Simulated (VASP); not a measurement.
A run of VASP 6.6.1 is set up as follows.

The input INCAR:

```
SYSTEM = Co2PtO4
ALGO = Normal ; DIPOL = 0.5 0.5 0.500
EDIFF = 1E-6 ; ENCUT = 520
GGA = PS ; IDIPOL = 3
ISIF = 2 ; ISMEAR = 0
LASPH = .TRUE. ; LCHARG = .FALSE.
LDIPOL = .TRUE. ; LREAL = .FALSE.
LWAVE = .FALSE. ; NBANDS = 35
NELM = 80 ; PREC = Accurate
SIGMA = 0.1
```

KPOINTS

```
k-points
0
G
  12 12 1
  0 0 0
```

Contents of POSCAR:

```
Co2PtO4
1.0
    2.8101831225      0.0000000000      0.0000000000
   -1.4050915613      2.4336899734      0.0000000000
    0.0000000000      0.0000000000     22.8253249521
O Co Pt
4 2 1
Direct
    0.0000000000      0.0000000000      0.3285823977
    0.6666666667      0.3333333333      0.4129821504
    0.6666666667      0.3333333333      0.5870178496
    0.3333333333      0.6666666667      0.6714176023
    0.3333333333      0.6666666667      0.3707822740
    0.0000000000      0.0000000000      0.6292177260
    0.6666666667      0.3333333333      0.5000000000
```

Potentials or basis: VASP PAW PBE potentials, release 64 (O, Co, Pt).

Command:

```bash
$ cat potpaw_PBE.64/O/POTCAR potpaw_PBE.64/Co/POTCAR potpaw_PBE.64/Pt/POTCAR > POTCAR
$ mpirun -np 1 vasp_std > vasp.out
```

Question: Estimate the largest force.

Answer: 1.625 eV/Å.

Question: Estimate the band gap on the k mesh.

Answer: Zero (band 26 reaches -1.35 eV, above the bottom of band 27 at -1.49 eV).

Forces on the atoms (eV/Å):
```
O    0.000  0.000  1.288
O    0.000  0.000  0.158
O    0.000  0.000 -0.158
O    0.000  0.000 -1.288
Co   0.000  0.000 -1.625
Co   0.000  0.000  1.625
Pt   0.000  0.000  0.000
```

Caveat: the PAW data sets were made with another functional, which shifts forces and pressure a little; spin-orbit coupling is left out, which moves the levels of the heavy elements; the run has no spin polarisation, though such a crystal can be magnetic; semilocal functionals often make such compounds metallic where correlation or magnetic order opens a gap, which also shifts bond lengths. Spin polarisation is off, so any magnetic state and its effect on volume and gap are missing.
